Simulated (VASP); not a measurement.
A run of VASP 6.6.1 is set up as follows.

Contents of POSCAR:

```
Be
1.0
    0.0000000000      2.4984416569      2.4984416569
    2.4984416569      0.0000000000      2.4984416569
    2.4984416569      2.4984416569      0.0000000000
Be
2
Direct
    0.1250000000      0.1250000000      0.1250000000
    0.8750000000      0.8750000000      0.8750000000
```

Contents of INCAR.step1:

```
  PREC = Accurate
  ENCUT = 520
  ISMEAR = -1
  SIGMA = 0.1
  LREAL = False
  LASPH = True
  NELM = 80
  NBANDS = 9
  GGA = PE
  ALGO = Normal
  EDIFF = 1E-4
  LWAVE = True
  LCHARG = False
```

INCAR.step2

```
  PREC = Accurate
  ENCUT = 520
  EDIFF = 1E-6
  ISMEAR = -1
  SIGMA = 0.1
  LREAL = False
  LASPH = True
  NELM = 80
  ALGO = Normal
  ISIF = 2
  LWAVE = False
  LCHARG = False
  METAGGA = R2SCAN
  LMIXTAU = True
  NBANDS = 9
  ISTART = 1
```

File KPOINTS:

```
Automatic mesh
0
Gamma
  12 12 12
```

Potentials or basis: VASP PAW PBE potentials, release 64 (Be).

The run is started by

```sh
$ cat potpaw_PBE.64/Be/POTCAR > POTCAR
$ cp INCAR.step1 INCAR
$ mpirun -np 1 vasp_std > vasp.out
$ cp INCAR.step2 INCAR
$ mpirun -np 1 vasp_std > vasp.out
```

(1) Predict the pressure.

(2) Estimate the band gap on the k mesh.

## Answers

(1) -1.5 GPa.

(2) zero (band 2 reaches 6.55 eV, above the bottom of band 3 at 0.22 eV).

Caveat: the PAW data sets were made with another functional, which shifts forces and pressure a little.
